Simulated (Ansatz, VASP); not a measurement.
One calculation of NaF, two programs

```
CELL_PARAMETERS angstrom
0.00000 2.29717 2.29717
2.29717 0.00000 2.29717
2.29717 2.29717 0.00000
ATOMIC_POSITIONS crystal
Na 0.00000 0.00000 0.00000
F 0.50000 0.50000 0.50000
```

Alike in both runs: task single point; functional PBEsol; k mesh 6 × 6 × 6; no spin polarisation.

|  | VASP | Ansatz |
| --- | --- | --- |
| version | VASP 6.6.1 | Ansatz 0.2.0 |
| potentials or method | VASP PAW PBE potentials, release 64 (Na_pv, F) | plane waves, PAW |
| plane-wave cutoff (eV) | 520 | 420 |
| occupations | gaussian, width 0.01 eV | fixed |
| valence electrons in the cell | 14 | 16 |

```csv
,VASP,Ansatz,Ansatz less VASP
gap on the k mesh at the Fermi level (eV),6.30,6.32,+0.020
pressure (GPa),1.1,1.2,+0.06
```

VASP's potentials were made for PBE, not for PBEsol. VASP's potentials hold 14 valence electrons a cell and Ansatz's 16, so a difference there can come from the potentials and not from the codes.
